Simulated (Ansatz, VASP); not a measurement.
SnSe in VASP and in Ansatz

POSCAR

```
SnSe
1.0
   -4.2853274191      0.0000000000      0.0000000000
    0.0000000000     -4.2853274191      0.0000000000
    0.0000000000      0.0000000000     11.7406921300
Sn Se
2 2
Direct
    0.5000000000      0.0000000000      0.3484509690
    0.0000000000      0.5000000000      0.5876686403
    0.5000000000      0.0000000000      0.5766866467
    0.0000000000      0.5000000000      0.3594329626
```

File INCAR.step1:

```
SYSTEM = SnSe
  ALGO = Normal
  EDIFF = 1E-4
  ENCUT = 520
  GGA = PE
  ISMEAR = 0
  LASPH = .TRUE.
  LCHARG = .FALSE.
  LREAL = .FALSE.
  LWAVE = .TRUE.
  NBANDS = 28
  NELM = 100
  PREC = Accurate
  SIGMA = 0.05
```

File INCAR.step2:

```
SYSTEM = SnSe
  ALGO = Normal
  EDIFF = 1E-7
  ENCUT = 520
  ISIF = 2
  ISMEAR = 0
  ISTART = 1
  LASPH = .TRUE.
  LCHARG = .TRUE.
  LELF = .TRUE.
  LMIXTAU = .TRUE.
  LREAL = .FALSE.
  LVHAR = .TRUE.
  LWAVE = .FALSE.
  METAGGA = R2SCAN
  NBANDS = 28
  NELM = 100
  PREC = Accurate
  SIGMA = 0.05
```

The input KPOINTS:

```
k-points
0
G
  6 6 3
  0 0 0
```

Input for Ansatz:

```yaml
crystal:
  lattice:
    - [-4.2853274191, 0.0, 0.0]
    - [0.0, -4.2853274191, 0.0]
    - [0.0, 0.0, 11.74069213]
  atoms:
    - { symbol: Sn, position: [0.5, 0.0, 0.348450969] }
    - { symbol: Sn, position: [0.0, 0.5, 0.5876686403] }
    - { symbol: Se, position: [0.5, 0.0, 0.5766866467] }
    - { symbol: Se, position: [0.0, 0.5, 0.3594329626] }
basis:
  ecutwfc: 500
kpoints:
  mp_grid: { grid: [6, 6, 3] }
hamiltonian:
  xc: r2scan
scf:
  occupations: { method: gaussian, width: 0.05 }
output:
  forces: true
  stress: true
  eigenvalues: true
  write_density: true
  write_potential: true
  elf: true
  volumetric_format: npy
```

Alike in both runs: task single point; functional r2SCAN; k mesh 6 × 6 × 3; occupations gaussian, width 0.05 eV; no spin polarisation.

|  | VASP | Ansatz |
| --- | --- | --- |
| version | VASP 6.6.1 | Ansatz 0.2.0 |
| potentials or method | VASP PAW PBE potentials, release 64 (Sn_d, Se), cutoff 520 eV | scalar-relativistic, plane waves, PAW |
| valence electrons in the cell | 40 | 60 |

```tsv
	VASP	Ansatz	Ansatz less VASP
gap on the k mesh at the Fermi level (eV)	1.77	1.78	+0.006
least direct gap on the mesh (eV)	1.77	1.78	+0.006
rms of the force components (eV/Å)	0.007	0.006	-0.0008
```

VASP's potentials were made for PBE, not for r2SCAN. Atom by atom the forces differ by 0.008 eV/Å (rms over components). With one functional, cell and mesh, what is left measures potentials, basis and numerics. VASP's potentials hold 40 valence electrons a cell and Ansatz's 60, so a difference there can come from the potentials and not from the codes. Ansatz's warnings: xc potential rough in thin density.
